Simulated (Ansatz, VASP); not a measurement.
One calculation of Hf, two programs

Contents of INCAR:

```
ALGO = Normal
EDIFF = 1E-7
ENCUT = 520
GGA = PE
ISIF = 2
ISMEAR = -1
LASPH = True
LCHARG = True
LELF = True
LREAL = False
LVHAR = True
LWAVE = False
NBANDS = 11
NELM = 80
PREC = Accurate
SIGMA = 0.1
```

File KPOINTS:

```
k-points
0
Gamma
  16 16 15
```

File POSCAR:

```
Hf
1.0
    2.2901952670      0.0000000000      0.0000000000
   -1.1450976335      1.9833672808      0.0000000000
    0.0000000000      0.0000000000      2.2117279581
Hf
1
Direct
    0.0000000000      0.0000000000      0.0000000000
```

Input for Ansatz:

```yaml
crystal:
  lattice:
    - [2.290195267, 0.0, 0.0]
    - [-1.1450976335, 1.9833672808, 0.0]
    - [0.0, 0.0, 2.2117279581]
  atoms:
    - { symbol: Hf, position: [0.0, 0.0, 0.0] }
kpoints:
  mp_grid: { grid: [16, 16, 15] }
scf:
  occupations: { method: fermi_dirac, width: 0.1 }
hamiltonian:
  xc: pbe
  pseudopotentials: { kind: all_electron, datasets: crystal }
output:
  forces: true
  stress: true
  eigenvalues: true
```

Change from the starting cell: volume scaled by 0.43, crystal datasets.

Alike in both runs: task single point; functional PBE; k mesh 16 × 16 × 15; occupations fermi-dirac, width 0.1 eV; no spin polarisation.

|  | VASP | Ansatz |
| --- | --- | --- |
| version | VASP 6.6.1 | Ansatz 0.2.0 |
| potentials or method | VASP PAW PBE potentials, release 64 (Hf_pv), cutoff 520 eV | all-electron PAW with datasets made for the crystal, scalar-relativistic |

Ansatz gave:

| Quantity | Value |
| --- | --- |
| pressure (GPa) | 385.7 |
| traceless stress, the component that is largest in VASP (GPa) | -0.01 |

Question: Estimate VASP's values.

Answer: Pressure (GPa): 374.3; traceless stress, the component that is largest in VASP (GPa): 0.23.

Both programs put the cell under a high pressure, so it lies far from rest at this level. Ansatz ran all-electron here, and VASP with PAW potentials.

Neither program's run includes spin-orbit coupling. Noted on VASP's run: the cell as given lies far from equilibrium.
